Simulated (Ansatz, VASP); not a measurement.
## Two plane-wave programs on Ta

```
Ta
1.0
    -1.62781    1.62781    1.62781
     1.62781   -1.62781    1.62781
     1.62781    1.62781   -1.62781
Ta
1
Direct
  0.00000 0.00000 0.00000
```

Alike in both runs: functional LDA; k mesh 20 × 20 × 20; occupations fermi-dirac, width 0.15 eV; no spin polarisation.

Ansatz relaxed the structure, and its values are those at the end. VASP's run is a single point on that final structure, the one shown.

```csv
,VASP,Ansatz
version,VASP 6.6.1,Ansatz 0.2.0
potentials or method,"VASP PAW LDA potentials, release 64 (Ta_pv), cutoff 520 eV","scalar-relativistic, plane waves, PAW"
valence electrons in the cell,11,13
```

```csv
,VASP,Ansatz,Ansatz less VASP
gap on the k mesh at the Fermi level (eV),none,none,-
pressure (GPa),0.9,0.0,-0.85
```

LDA's correlation is that of Perdew and Zunger in VASP and of Perdew and Wang (1992) in Ansatz. A gap of «none» marks a metal or a gap that the smearing closes. VASP's potentials hold 11 valence electrons a cell and Ansatz's 13, so a difference there can come from the potentials and not from the codes.

Spin-orbit coupling is off throughout.
